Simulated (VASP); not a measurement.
# ZnS (P6_3mc) in VASP: single point with HSE06

Aim: the single point of ZnS with HSE06.

Program: VASP 6.6.1. These are calculated values, not measurements. Logs are shortened: lines on timing, memory, paths and dates and some standing lists are left out, and cuts for length are marked.

### 1 The cell of the first run

It takes space group P6_3mc (No. 186, hexagonal). The conventional cell has a = 3.820 Å, b = 3.820 Å, c = 6.170 Å, α = 90.00°, β = 90.00°, γ = 120.00°. Within 3.1 Å of Zn (site symmetry 3m) lie 4 S at 2.33 Å. S (site symmetry 3m) has 4 Zn at 2.33 Å within 3.1 Å.

### 2 Single point, HSE06

POSCAR

```
ZnS
1.0
    3.8201030956      0.0000000000      0.0000000000
   -1.9100515478      3.3083063258      0.0000000000
    0.0000000000      0.0000000000      6.1700883238
Zn S
2 2
Direct
    0.3333333333      0.6666666667     -0.0010876108
    0.6666666667      0.3333333333      0.4989123892
    0.3333333333      0.6666666667      0.3760876108
    0.6666666667      0.3333333333      0.8760876108
```

INCAR.step1

```
ALGO = Normal
EDIFF = 1E-5
ENCUT = 400
GGA = PE
GGA_COMPAT = F
ISIF = 2
ISMEAR = 0
LASPH = T
LCHARG = F
LREAL = F
LWAVE = T
NBANDS = 26
NELM = 120
PREC = Accurate
SIGMA = 0.01
```

INCAR.step2

```
ALGO = Normal
EDIFF = 1E-6
ENCUT = 400
GGA = PE
GGA_COMPAT = F
HFSCREEN = 0.2079
ISIF = 2
ISMEAR = 0
ISTART = 1
LASPH = T
LCHARG = F
LHFCALC = T
LREAL = F
LWAVE = F
NBANDS = 26
NELM = 120
PREC = Accurate
PRECFOCK = Normal
SIGMA = 0.01
```

KPOINTS

```
k-points
0
Gamma
  6 6 2
```

Potentials or basis: VASP PAW PBE potentials, release 64 (Zn, S).

Launch:

```
$ cat potpaw_PBE.64/Zn/POTCAR potpaw_PBE.64/S/POTCAR > POTCAR
$ cp INCAR.step1 INCAR
$ mpirun -np 1 vasp_std > vasp.out
$ cp INCAR.step2 INCAR
$ mpirun -np 1 vasp_std > vasp.out
```

OUTCAR:

```text
EDIFF = 1E-6
   ENCUT = 400
   GGA = PE
   HFSCREEN = 0.2079
   ISIF = 2
   ISMEAR = 0
   ISTART = 1
   LASPH = T
   LHFCALC = T
   LREAL = F
   NELM = 120
   PREC = Accurate
   PRECFOCK = Normal

 ion  position               nearest neighbor table
   1  0.333  0.667  0.999-   3 2.33   4 2.33   4 2.33   4 2.33
   2  0.667  0.333  0.499-   4 2.33   3 2.33   3 2.33   3 2.33
   3  0.333  0.667  0.376-   1 2.33   2 2.33   2 2.33   2 2.33
   4  0.667  0.333  0.876-   2 2.33   1 2.33   1 2.33   1 2.33

  LATTYP: Found a hexagonal cell.
 ALAT       =     3.8201030956
 C/A-ratio  =     1.6151627769

  Lattice vectors:

 A1 = (   3.8201030956,   0.0000000000,   0.0000000000)
 A2 = (  -1.9100515478,   3.3083063258,   0.0000000000)
 A3 = (   0.0000000000,   0.0000000000,   6.1700883238)

Analysis of symmetry for initial positions (statically):
=====================================================================
 Subroutine PRICEL returns:
 Original cell was already a primitive cell.

 Routine SETGRP: Setting up the symmetry group for a
 hexagonal supercell.

 Subroutine GETGRP returns: Found 12 space group operations
 (whereof  6 operations were pure point group operations)
 out of a pool of 24 trial point group operations.

The static configuration has the point symmetry C_3v.
 The point group associated with its full space group is C_6v.

Analysis of symmetry for dynamics (positions and initial velocities):
=====================================================================
 Subroutine PRICEL returns:
 Original cell was already a primitive cell.

 Routine SETGRP: Setting up the symmetry group for a
 hexagonal supercell.

 Subroutine GETGRP returns: Found 12 space group operations
 (whereof  6 operations were pure point group operations)
 out of a pool of 24 trial point group operations.

The dynamic configuration has the point symmetry C_3v.
 The point group associated with its full space group is C_6v.

 Subroutine INISYM returns: Found 12 space group operations
 (whereof  6 operations are pure point group operations),
 and found     1 'primitive' translations

----------------------------------------------------------------------------------------

                                     Primitive cell

  volume of cell :      77.9780

  direct lattice vectors                    reciprocal lattice vectors
     3.820103096  0.000000000  0.000000000     0.261773040  0.151134735  0.000000000
    -1.910051548  3.308306326  0.000000000     0.000000000  0.302269470  0.000000000
     0.000000000  0.000000000  6.170088324     0.000000000  0.000000000  0.162072234

  length of vectors
     3.820103096  3.820103096  6.170088324     0.302269470  0.302269470  0.162072234

  position of ions in fractional coordinates (direct lattice)
     0.333333333  0.666666667  0.998912389
     0.666666667  0.333333333  0.498912389
     0.333333333  0.666666667  0.376087611
     0.666666667  0.333333333  0.876087611

  ion indices of the primitive-cell ions
   primitive index   ion index
                 1           1
                 2           2
                 3           3
                 4           4

----------------------------------------------------------------------------------------

 KPOINTS: k-points

Automatic generation of k-mesh.
 Grid dimensions read from file:
 generate k-points for:    6    6    2

 Generating k-lattice:

  Cartesian coordinates                     Fractional coordinates (reciprocal lattice)
     0.043628840  0.025189123  0.000000000     0.166666667  0.000000000  0.000000000
     0.000000000  0.050378245  0.000000000     0.000000000  0.166666667  0.000000000
     0.000000000  0.000000000  0.081036117     0.000000000  0.000000000  0.500000000

  Length of vectors
     0.050378245  0.050378245  0.081036117

  Shift w.r.t. Gamma in fractional coordinates (k-lattice)
     0.000000000  0.000000000  0.000000000

 Subroutine IBZKPT returns following result:
 ===========================================

 Found     14 irreducible k-points:

 Following reciprocal coordinates:
            Coordinates               Weight
  0.000000  0.000000  0.000000      1.000000
  0.166667  0.000000  0.000000      6.000000
  0.333333  0.000000  0.000000      6.000000
  0.500000 -0.000000  0.000000      3.000000
  0.166667  0.166667  0.000000      6.000000
  0.333333  0.166667  0.000000     12.000000
  0.333333  0.333333  0.000000      2.000000
  0.000000  0.000000  0.500000      1.000000
  0.166667  0.000000  0.500000      6.000000
  0.333333  0.000000  0.500000      6.000000
  0.500000 -0.000000  0.500000      3.000000
  0.166667  0.166667  0.500000      6.000000
  0.333333  0.166667  0.500000     12.000000
  0.333333  0.333333  0.500000      2.000000
   k-points           NKPTS =     14   k-points in BZ     NKDIM =     72   number of bands    NBANDS=     26
   number of dos      NEDOS =    301   number of ions     NIONS =      4
   total plane-waves  NPLWV =  31360
   dimension x,y,z NGX =    28 NGY =   28 NGZ =   40
   dimension x,y,z NGXF=    56 NGYF=   56 NGZF=   80
   ions per type =               2   2
   NGX,Y,Z   is equivalent  to a cutoff of  12.19, 12.19, 10.78 a.u.
   NGXF,Y,Z  is equivalent  to a cutoff of  24.37, 24.37, 21.56 a.u.
 SYSTEM =  unknown system
   PREC   = accura    normal or accurate (medium, high low for compatibility)
   ISTART =      1    job   : 0-new  1-cont  2-samecut
   ICHARG =      0    charge: 1-file 2-atom 10-const
   ISPIN  =      1    spin polarized calculation?
   LNONCOLLINEAR =      F non collinear calculations
   LSORBIT =      F    spin-orbit coupling
   LASPH  =      T    aspherical Exc in radial PAW
   ENCUT  =  400.0 eV  29.40 Ry    5.42 a.u.   6.23  6.23 10.06*2*pi/ulx,y,z
   NELM   =    120;   NELMIN=  2; NELMDL=  0     # of ELM steps
   EDIFF  = 0.1E-05   stopping-criterion for ELM
   LREAL  =      F    real-space projection
   EDIFFG = 0.1E-04   stopping-criterion for IOM
   NSW    =      0    number of steps for IOM
   IBRION =     -1    ionic relax: 0-MD 1-quasi-New 2-CG
   NFREE  =      0    steps in history (QN), initial steepest desc. (CG)
   ISIF   =      2    stress and relaxation
   ISYM   =      3    0-nonsym 1-usesym 2-fastsym
   POTIM  = 0.5000    time-step for ionic-motion
   TEBEG  =    0.0;   TEEND  =   0.0 temperature during run
   PSTRESS=    0.0 pullay stress
   NELECT =      36.0000    total number of electrons
   NUPDOWN=      -1.0000    fix difference up-down
   EMIN   =  10.00;   EMAX   =-10.00  energy-range for DOS
   EFERMI =   0.00;   METHOD = LEGACY
   ISMEAR =     0;   SIGMA  =   0.01  broadening in eV -4-tet -1-fermi 0-gaus
   EFERMI_NEDOS =   21; number of points for ismear=-14 and -15
   IALGO  =     38    algorithm
   IMIX   =      1    mixing-type and parameters
     AMIX     =   0.40;   BMIX     =  1.00
     AMIX_MAG =   1.60;   BMIX_MAG =  1.00
  volume/ion in A,a.u.               =      19.49       131.56
  Fermi-wavevector in a.u.,A,eV,Ry     =   1.265275  2.391023 21.781851  1.600921
  Thomas-Fermi vector in A             =   2.398537
   LORBIT       =      0    0 simple, 1 ext, 2 COOP (PROOUT), +10 PAW based schemes
   GGA     = PE    functional components
   LHFCALC =     T    Hartree Fock is set to
   PRECFOCK=normal    Normal, Fast or Accurate (Low or Medium for compatibility)
   ENCUT4O =  -1.0   cutoff for four orbital integrals eV
   NKREDX  =     1    reduce k-point grid by
   NKREDY  =     1    reduce k-point grid by
   NKREDZ  =     1    reduce k-point grid by
   AEXX    =    0.2500 exact exchange contribution
   HFSCREEN=    0.2079 screening length (either q_TF or 0.3 A-1)
   HFSCREENC=   0.2079 screening length for correlation (either q_TF or 0.3 A-1)
   ENCUTFOCK=  -1.0 apply spherical cutoff to Coloumb kernel
   IVDW    =     0    specifies the selected vdW correction
   LEPSILON=     F    determine dielectric tensor
   LRPA    =     F    only Hartree local field effects (RPA)
 non-spin polarized calculation
 Gauss-broadening in eV      SIGMA  =   0.01
  energy-cutoff  :      400.00
  volume of cell :       77.98
 maximum number of plane-waves:      1432
 NGX is ok and might be reduce to    28
  NGX = 20; NGY = 20; NGZ = 32

 number of electron      36.0000011 magnetization

 Free energy of the ion-electron system (eV)
  ---------------------------------------------------
  ext. energy  EPLUGINS =         0.00000000
  ---------------------------------------------------
  free energy    TOTEN  =       -16.72307960 eV

  energy without entropy =      -16.72307960  energy(sigma->0) =      -16.72307960

 E-fermi :   1.5820     XC(G=0):  -8.0102

 val. band max:        1.4903550487   @ k =   0.0000   0.0000   0.0000
 cond. band min:       4.9877121756   @ k =   0.0000   0.0000   0.0000
 fundamental gap:      3.4973571269
 Fermi energy:         1.5819523394

 k-point     1 :       0.0000    0.0000    0.0000
  band No.  band energies     occupation
      1     -12.9284      2.00000
      2     -11.8831      2.00000
      3      -6.3756      2.00000
      4      -6.3680      2.00000
      5      -6.3680      2.00000
      6      -6.2891      2.00000
[... 18 lines left out ...]
     25      10.5230      0.00000
     26      12.3220      0.00000

 k-point     2 :       0.1667    0.0000    0.0000
  band No.  band energies     occupation
      1     -12.7312      2.00000
      2     -11.7832      2.00000
      3      -6.3616      2.00000
      4      -6.3345      2.00000
      5      -6.3325      2.00000
      6      -6.2561      2.00000
[... 18 lines left out ...]
     25      11.0087      0.00000
     26      11.3909      0.00000

 k-point     3 :       0.3333    0.0000    0.0000
  band No.  band energies     occupation
      1     -12.2604      2.00000
      2     -11.6098      2.00000
      3      -6.3215      2.00000
      4      -6.2820      2.00000
      5      -6.2319      2.00000
      6      -6.1403      2.00000
[... 282 lines left out ...]
 k-point    13 :       0.3333    0.1667    0.5000
  band No.  band energies     occupation
      1     -11.7506      2.00000
      2     -11.7506      2.00000
      3      -6.2634      2.00000
      4      -6.2634      2.00000
      5      -6.1853      2.00000
      6      -6.1853      2.00000
[... 18 lines left out ...]
     25      11.9954      0.00000
     26      11.9954      0.00000

 k-point    14 :       0.3333    0.3333    0.5000
  band No.  band energies     occupation
      1     -11.6554      2.00000
      2     -11.6554      2.00000
      3      -6.2236      2.00000
      4      -6.2236      2.00000
      5      -6.1927      2.00000
      6      -6.1927      2.00000
[... 18 lines left out ...]
     25      12.5029      0.00000
     26      12.5029      0.00000

------------------------ aborting loop because EDIFF is reached ----------------------------------------

  FORCE on cell =-STRESS in cart. coord.  units (eV):
  Direction    XX          YY          ZZ          XY          YZ          ZX
  --------------------------------------------------------------------------------------
  -------------------------------------------------------------------------------------
  Total        0.5621235      0.5621235      1.2843507      0.0000000     -0.0000000      0.0000000
  in kB       11.5496842     11.5496842     26.3889452      0.0000000     -0.0000000      0.0000000
  external PRESSURE =      16.4961045 kB  Pullay stress =       0.0000000 kB

 VOLUME and BASIS-vectors are now :
 -----------------------------------------------------------------------------
  energy-cutoff  :      400.00
  volume of cell :       77.98
      direct lattice vectors                 reciprocal lattice vectors
     3.820103096  0.000000000  0.000000000     0.261773040  0.151134735  0.000000000
    -1.910051548  3.308306326  0.000000000     0.000000000  0.302269470  0.000000000
     0.000000000  0.000000000  6.170088324     0.000000000  0.000000000  0.162072234

 POSITION                                       TOTAL-FORCE (eV/Angst)
 -----------------------------------------------------------------------------------
     -0.00000      2.20554      6.16338        -0.000000     -0.000000     -0.006404
      1.91005      1.10277      3.07833         0.000000      0.000000     -0.006404
     -0.00000      2.20554      2.32049        -0.000000     -0.000000      0.006404
      1.91005      1.10277      5.40554        -0.000000     -0.000000      0.006404
 -----------------------------------------------------------------------------------
    total drift:                               -0.000001     -0.000002     -0.001612

  FREE ENERGIE OF THE ION-ELECTRON SYSTEM (eV)
  ---------------------------------------------------
  free  energy   TOTEN  =       -16.7230795976 eV

  energy  without entropy=      -16.7230795976  energy(sigma->0) =      -16.72307960
```

Wall time 89 min (1 thread of Intel Xeon 8259CL, shared host); peak memory 0.29 GiB.

Results:

```yaml
Free_energy: -16.7231 eV
Pressure: 1.6 GPa
Largest_force: 0.006 eV/Å
Band_gap_on_the_k_mesh: 3.50 eV
```

Forces in eV/Å, atoms in the order of the input:
```
Zn   0.000  0.000 -0.006
Zn   0.000  0.000 -0.006
S    0.000  0.000  0.006
S    0.000  0.000  0.006
```

Caveat: the k points lie up to 0.51 Å⁻¹ apart; the PAW data sets were made with another functional, which shifts forces and pressure a little.
